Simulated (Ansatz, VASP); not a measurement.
One calculation of Sn, two programs

```
CELL_PARAMETERS angstrom
-1.91958 1.91958 1.91958
1.91958 -1.91958 1.91958
1.91958 1.91958 -1.91958
ATOMIC_POSITIONS crystal
Sn 0.00000 0.00000 0.00000
```

Alike in both runs: task single point; functional PBE0; k mesh 6 × 6 × 6; occupations fermi-dirac, width 0.05 eV; no spin polarisation.

|  | VASP | Ansatz |
| --- | --- | --- |
| version | VASP 6.6.1 | Ansatz 0.2.0 |
| potentials or method | VASP PAW PBE potentials, release 64 (Sn_d) | Ansatz PAW |
| plane-wave cutoff (eV) | 520 | 420 |
| valence electrons in the cell | 14 | 14 |

VASP gave:

| Property | Result |
| --- | --- |
| gap on the k mesh at the Fermi level (eV) | none |
| pressure (GPa) | -3.0 |

Question: Estimate Ansatz's values.

Answer: gap on the k mesh at the Fermi level (eV): none; pressure (GPa): -2.9.

A gap of «none» marks a metal or a gap that the smearing closes.

The k mesh is coarse, so the values compare programs but aren't converged.
